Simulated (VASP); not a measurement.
**Mg: relaxation of cell and atoms with PBEsol**

Mg:

```
Mg
1.0
    -1.81586    1.81586    1.69237
     1.81586   -1.81586    1.69237
     1.81586    1.81586   -1.69237
Mg
1
Direct
  0.00000 0.00000 0.00000
```

```json
{
  "Program": "VASP 6.6.1",
  "Task": "relaxation of cell and atoms",
  "Functional": "PBEsol",
  "Potentials or basis": "VASP PAW PBE potentials, release 64 (Mg)",
  "Cutoff": "600 eV",
  "k mesh": "16 × 16 × 16",
  "Occupations": "gaussian, width 0.1 eV",
  "Spin": "no spin polarisation",
  "Target pressure": "1 GPa",
  "Dipole correction": "no",
  "Further INCAR settings": "ALGO = Normal; EDIFF = 1e-07; IBRION = 2; EDIFFG = -0.008; NSW = 70; ISIF = 3"
}
```

* Relaxed volume: 21.93 Å³/atom
* Relaxed cell: a = 3.057 Å, b = 3.057 Å, c = 3.057 Å, α = 107.63°, β = 107.63°, γ = 113.23°
* Space group after relaxing (to 0.1 Å): I4/mmm (No. 139)
* Energy change on relaxing (the run minimises the enthalpy): +1.6 meV/atom
* Ionic steps: 3
* Pressure after relaxing: 1.0 GPa
* Band gap on the k mesh: zero (bands 1 and 2 overlap by 4.67 eV)

Step by step:
```csv
step,energy change (eV),largest force (eV/Å),pressure (GPa),volume (Å³)
1,0.0000,0.0000,0.30,22.32
2,0.0011,0.0000,0.85,22.01
3,0.0016,0.0000,1.00,21.93
```

Final structure:
```cif
data_structure
_symmetry_space_group_name_H-M 'P 1'
_symmetry_Int_Tables_number 1
_cell_length_a 3.0573
_cell_length_b 3.0573
_cell_length_c 3.0573
_cell_angle_alpha 107.627
_cell_angle_beta 107.627
_cell_angle_gamma 113.226
_cell_volume 21.93
loop_
_atom_site_label
_atom_site_type_symbol
_atom_site_fract_x
_atom_site_fract_y
_atom_site_fract_z
_atom_site_occupancy
Mg1 Mg 0.00000 0.00000 0.00000 1
```

Levels at points of the mesh, in eV from the Fermi level:
```
           k point  band 1  band 2  band 3  band 4  band 5
(0.00, 0.00, 0.00)   -7.19   12.33   13.81   13.81   14.53
(0.50, 0.00, 0.00)   -1.49   -0.77    8.34    9.26   10.02
(0.50, 0.50, 0.00)   -1.81   -1.29    9.63   10.50   11.42
(0.50, 0.50, 0.50)    3.39    3.39    3.62    4.16    5.12
```

Run time: 100 s on 1 thread of Intel Xeon 8259CL (shared host), peak memory 0.2 GiB.

Caveat: the cell is relaxed towards a set pressure, so the run minimises the enthalpy, not the energy; the PAW data sets were made with another functional, which shifts forces and pressure a little.
